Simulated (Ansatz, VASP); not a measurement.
# One calculation of Ga3B2As, two programs

```
Ga B As
1.0
     2.51844    1.45402    5.16987
    -2.51844    1.45402    5.16987
     0.00000   -2.90805    5.16987
Ga B As
3 2 1
Direct
  0.50000 0.50000 0.00000
  0.00000 0.50000 0.50000
  0.50000 0.00000 0.50000
  0.60218 0.60218 0.60218
  0.39782 0.39782 0.39782
  0.00000 0.00000 0.00000
```

Alike in both runs: task single point; functional PBE; k mesh 6 × 6 × 6; occupations gaussian, width 0.1 eV; no spin polarisation.

|  | VASP | Ansatz |
| --- | --- | --- |
| version | VASP 6.6.1 | Ansatz 0.2.0 |
| potentials or method | VASP PAW PBE potentials, release 64 (Ga_d, B, As), cutoff 520 eV | scalar-relativistic, plane waves, PAW |
| valence electrons in the cell | 50 | 60 |

|  | VASP | Ansatz | Ansatz less VASP |
| --- | --- | --- | --- |
| gap on the k mesh at the Fermi level (eV) | none | none | - |
| rms of the force components (eV/Å) | 2.766 | 2.769 | +0.0035 |

Atom by atom the forces differ by 0.003 eV/Å (rms over components). A gap of «none» marks a metal or a gap that the smearing closes. VASP's potentials hold 50 valence electrons a cell and Ansatz's 60, so a difference there can come from the potentials and not from the codes.
